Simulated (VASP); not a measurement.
# P4 in VASP: single point with r2SCAN

Aim: the single point of P4 with r2SCAN.

Everything below comes from runs of VASP 6.6.1. Logs are shortened: lines on timing, memory, paths and dates and some standing lists are left out, and cuts for length are marked.

## 1. The cell of the first run

The cell holds a molecule in a box, 4 atoms: a = 12.000 Å, b = 12.500 Å, c = 13.000 Å, α = 90.00°, β = 90.00°, γ = 90.00°.

## 2. Single point, r2SCAN

Input file POSCAR:

```
P
1.0
   12.0000000000      0.0000000000      0.0000000000
    0.0000000000     12.5000000000      0.0000000000
    0.0000000000      0.0000000000     13.0000000000
P
4
Direct
    0.5647290013      0.5621403193      0.5597504172
    0.5647290013      0.4378596807      0.4402495828
    0.4352709987      0.5621403193      0.4402495828
    0.4352709987      0.4378596807      0.5597504172
```

Input file INCAR.step1:

```
ALGO     = Normal         # electronic algorithm
EDIFF    = 1E-5           # SCF threshold, eV
ENCUT    = 440            # plane-wave cutoff, eV
GGA      = PE             # functional
GGA_COMPAT= F            
ISMEAR   = 0              # smearing method
LASPH    = T              # aspherical terms in the spheres
LCHARG   = F              # write CHGCAR
LREAL    = F              # projectors in reciprocal space
LWAVE    = T              # write WAVECAR
NBANDS   = 18             # bands
NELM     = 120            # most SCF steps
NELMDL   = -8           
PREC     = Accurate       # precision mode
SIGMA    = 0.01           # smearing width, eV
```

Input file INCAR.step2:

```
ALGO     = Normal         # electronic algorithm
EDIFF    = 1E-6           # SCF threshold, eV
ENCUT    = 440            # plane-wave cutoff, eV
GGA_COMPAT= F            
ISIF     = 2              # what is computed and relaxed
ISMEAR   = 0              # smearing method
ISTART   = 1            
LASPH    = T              # aspherical terms in the spheres
LCHARG   = F              # write CHGCAR
LMIXTAU  = T            
LREAL    = F              # projectors in reciprocal space
LWAVE    = F              # write WAVECAR
METAGGA  = R2SCAN         # meta-GGA
NBANDS   = 18             # bands
NELM     = 120            # most SCF steps
PREC     = Accurate       # precision mode
SIGMA    = 0.01           # smearing width, eV
```

Input file KPOINTS:

```
k-points
0
Gamma
  1 1 1
```

Potentials or basis: VASP PAW PBE potentials, release 64 (P).

Run with:

```bash
$ cat potpaw_PBE.64/P/POTCAR > POTCAR
$ cp INCAR.step1 INCAR
$ mpirun -np 1 vasp_gam > vasp.out
$ cp INCAR.step2 INCAR
$ mpirun -np 1 vasp_gam > vasp.out
```

OUTCAR:

```text
EDIFF = 1E-6
   ENCUT = 440
   ISIF = 2
   ISMEAR = 0
   ISTART = 1
   LASPH = T
   LREAL = F
   METAGGA = R2SCAN
   NELM = 120
   PREC = Accurate

 ion  position               nearest neighbor table
   1  0.565  0.562  0.560-   4 2.20   3 2.20   2 2.20
   2  0.565  0.438  0.440-   3 2.20   4 2.20   1 2.20
   3  0.435  0.562  0.440-   2 2.20   1 2.20   4 2.20
   4  0.435  0.438  0.560-   1 2.20   2 2.20   3 2.20

  LATTYP: Found a simple orthorhombic cell.
 ALAT       =    12.0000000000
 B/A-ratio  =     1.0416666667
 C/A-ratio  =     1.0833333333

  Lattice vectors:

 A1 = (  12.0000000000,   0.0000000000,   0.0000000000)
 A2 = (   0.0000000000,  12.5000000000,   0.0000000000)
 A3 = (   0.0000000000,   0.0000000000,  13.0000000000)

Analysis of symmetry for initial positions (statically):
=====================================================================
 Subroutine PRICEL returns:
 Original cell was already a primitive cell.

 Routine SETGRP: Setting up the symmetry group for a
 simple orthorhombic supercell.

 Subroutine GETGRP returns: Found  4 space group operations
 (whereof  4 operations were pure point group operations)
 out of a pool of  8 trial point group operations.

The static configuration has the point symmetry D_2 .

Analysis of symmetry for dynamics (positions and initial velocities):
=====================================================================
 Subroutine PRICEL returns:
 Original cell was already a primitive cell.

 Routine SETGRP: Setting up the symmetry group for a
 simple orthorhombic supercell.

 Subroutine GETGRP returns: Found  4 space group operations
 (whereof  4 operations were pure point group operations)
 out of a pool of  8 trial point group operations.

The dynamic configuration has the point symmetry D_2 .

 Subroutine INISYM returns: Found  4 space group operations
 (whereof  4 operations are pure point group operations),
 and found     1 'primitive' translations

----------------------------------------------------------------------------------------

                                     Primitive cell

  volume of cell :    1950.0000

  direct lattice vectors                    reciprocal lattice vectors
    12.000000000  0.000000000  0.000000000     0.083333333  0.000000000  0.000000000
     0.000000000 12.500000000  0.000000000     0.000000000  0.080000000  0.000000000
     0.000000000  0.000000000 13.000000000     0.000000000  0.000000000  0.076923077

  length of vectors
    12.000000000 12.500000000 13.000000000     0.083333333  0.080000000  0.076923077

  position of ions in fractional coordinates (direct lattice)
     0.564729001  0.562140319  0.559750417
     0.564729001  0.437859681  0.440249583
     0.435270999  0.562140319  0.440249583
     0.435270999  0.437859681  0.559750417

  ion indices of the primitive-cell ions
   primitive index   ion index
                 1           1
                 2           2
                 3           3
                 4           4

----------------------------------------------------------------------------------------

 KPOINTS: k-points

Automatic generation of k-mesh.
 Grid dimensions read from file:
 generate k-points for:    1    1    1

 Generating k-lattice:

  Cartesian coordinates                     Fractional coordinates (reciprocal lattice)
     0.083333333  0.000000000  0.000000000     1.000000000  0.000000000  0.000000000
     0.000000000  0.080000000  0.000000000     0.000000000  1.000000000  0.000000000
     0.000000000  0.000000000  0.076923077     0.000000000  0.000000000  1.000000000

  Length of vectors
     0.083333333  0.080000000  0.076923077

  Shift w.r.t. Gamma in fractional coordinates (k-lattice)
     0.000000000  0.000000000  0.000000000

 Subroutine IBZKPT returns following result:
 ===========================================

 Found      1 irreducible k-points:

 Following reciprocal coordinates:
            Coordinates               Weight
  0.000000  0.000000  0.000000      1.000000
   k-points           NKPTS =      1   k-points in BZ     NKDIM =      1   number of bands    NBANDS=     18
   number of dos      NEDOS =    301   number of ions     NIONS =      4
   total plane-waves  NPLWV = 680400
   dimension x,y,z NGX =    84 NGY =   90 NGZ =   90
   dimension x,y,z NGXF=   168 NGYF=  180 NGZF=  180
   ions per type =               4
   NGX,Y,Z   is equivalent  to a cutoff of  11.64, 11.97, 11.51 a.u.
   NGXF,Y,Z  is equivalent  to a cutoff of  23.27, 23.94, 23.02 a.u.
 SYSTEM =  unknown system
   PREC   = accura    normal or accurate (medium, high low for compatibility)
   ISTART =      1    job   : 0-new  1-cont  2-samecut
   ICHARG =      0    charge: 1-file 2-atom 10-const
   ISPIN  =      1    spin polarized calculation?
   LNONCOLLINEAR =      F non collinear calculations
   LSORBIT =      F    spin-orbit coupling
   LASPH  =      T    aspherical Exc in radial PAW
   ENCUT  =  440.0 eV  32.34 Ry    5.69 a.u.  20.52 21.38 22.23*2*pi/ulx,y,z
   NELM   =    120;   NELMIN=  2; NELMDL=  0     # of ELM steps
   EDIFF  = 0.1E-05   stopping-criterion for ELM
   LREAL  =      F    real-space projection
   EDIFFG = 0.1E-04   stopping-criterion for IOM
   NSW    =      0    number of steps for IOM
   IBRION =     -1    ionic relax: 0-MD 1-quasi-New 2-CG
   NFREE  =      0    steps in history (QN), initial steepest desc. (CG)
   ISIF   =      2    stress and relaxation
   ISYM   =      2    0-nonsym 1-usesym 2-fastsym
   POTIM  = 0.5000    time-step for ionic-motion
   TEBEG  =    0.0;   TEEND  =   0.0 temperature during run
   PSTRESS=    0.0 pullay stress
   NELECT =      20.0000    total number of electrons
   NUPDOWN=      -1.0000    fix difference up-down
   EMIN   =  10.00;   EMAX   =-10.00  energy-range for DOS
   EFERMI =   0.00;   METHOD = LEGACY
   ISMEAR =     0;   SIGMA  =   0.01  broadening in eV -4-tet -1-fermi 0-gaus
   EFERMI_NEDOS =   21; number of points for ismear=-14 and -15
   IALGO  =     38    algorithm
   IMIX   =      4    mixing-type and parameters
     AMIX     =   0.40;   BMIX     =  1.00
     AMIX_MAG =   1.60;   BMIX_MAG =  1.00
  volume/ion in A,a.u.               =     487.50      3289.81
  Fermi-wavevector in a.u.,A,eV,Ry     =   0.355691  0.672159  1.721359  0.126516
  Thomas-Fermi vector in A             =   1.271717
   LORBIT       =      0    0 simple, 1 ext, 2 COOP (PROOUT), +10 PAW based schemes
   METAGGA = R2SCAN    functional components
   LHFCALC =     F    Hartree Fock is set to
   AEXX    =    0.0000 exact exchange contribution
   IVDW    =     0    specifies the selected vdW correction
   LEPSILON=     F    determine dielectric tensor
   LRPA    =     F    only Hartree local field effects (RPA)
 non-spin polarized calculation
 Gauss-broadening in eV      SIGMA  =   0.01
  energy-cutoff  :      440.00
  volume of cell :     1950.00
 maximum number of plane-waves:     20438
 NGX is ok and might be reduce to    84
   NGX = 41   NGY = 43   NGZ = 45

 number of electron      19.9999998 magnetization

 Free energy of the ion-electron system (eV)
  ---------------------------------------------------
  ext. energy  EPLUGINS =         0.00000000
  ---------------------------------------------------
  free energy    TOTEN  =       -35.09801375 eV

  energy without entropy =      -35.09801375  energy(sigma->0) =      -35.09801375

 E-fermi :  -6.3811     XC(G=0):  -0.6714

 val. band max:       -6.4329133436   @ k =   0.0000   0.0000   0.0000
 cond. band min:      -1.0660830348   @ k =   0.0000   0.0000   0.0000
 fundamental gap:      5.3668303088
 Fermi energy:        -6.3810908763

 k-point     1 :       0.0000    0.0000    0.0000
  band No.  band energies     occupation
      1     -20.7375      2.00000
      2     -13.5679      2.00000
      3     -13.5679      2.00000
      4     -13.5678      2.00000
      5      -8.6555      2.00000
      6      -7.2440      2.00000
[... 10 lines left out ...]
     17       0.3474      0.00000
     18       1.1834      0.00000

------------------------ aborting loop because EDIFF is reached ----------------------------------------

  FORCE on cell =-STRESS in cart. coord.  units (eV):
  Direction    XX          YY          ZZ          XY          YZ          ZX
  --------------------------------------------------------------------------------------
  -------------------------------------------------------------------------------------
  Total       -0.8433005     -0.8424461     -0.8427667      0.0000000      0.0000000      0.0000000
  in kB       -0.6928805     -0.6921785     -0.6924419      0.0000000      0.0000000      0.0000000
  external PRESSURE =      -0.6925003 kB  Pullay stress =       0.0000000 kB

 VOLUME and BASIS-vectors are now :
 -----------------------------------------------------------------------------
  energy-cutoff  :      440.00
  volume of cell :     1950.00
      direct lattice vectors                 reciprocal lattice vectors
    12.000000000  0.000000000  0.000000000     0.083333333  0.000000000  0.000000000
     0.000000000 12.500000000  0.000000000     0.000000000  0.080000000  0.000000000
     0.000000000  0.000000000 13.000000000     0.000000000  0.000000000  0.076923077

 POSITION                                       TOTAL-FORCE (eV/Angst)
 -----------------------------------------------------------------------------------
      6.77675      7.02675      7.27676        -0.265290     -0.265434     -0.265495
      6.77675      5.47325      5.72324        -0.265290      0.265434      0.265495
      5.22325      7.02675      5.72324         0.265290     -0.265434      0.265495
      5.22325      5.47325      7.27676         0.265290      0.265434     -0.265495
 -----------------------------------------------------------------------------------
    total drift:                               -0.000000      0.000002     -0.000000

  FREE ENERGIE OF THE ION-ELECTRON SYSTEM (eV)
  ---------------------------------------------------
  free  energy   TOTEN  =       -35.0980137511 eV

  energy  without entropy=      -35.0980137511  energy(sigma->0) =      -35.09801375
```

It took 3.5 min on 1 thread of Intel Xeon 6975P-C (Granite Rapids), shared host; peak memory 1.3 GiB.

What came out:

| Item | Value |
| --- | --- |
| Free energy | -35.0980 eV |
| Largest force | 0.460 eV/Å |
| Gap between the frontier levels | 5.37 eV |

Forces on the atoms (eV/Å):
```
P   -0.265 -0.265 -0.265
P   -0.265  0.265  0.265
P    0.265 -0.265  0.265
P    0.265  0.265 -0.265
```

Caveat: the PAW data sets were made with another functional, which shifts forces and pressure a little.
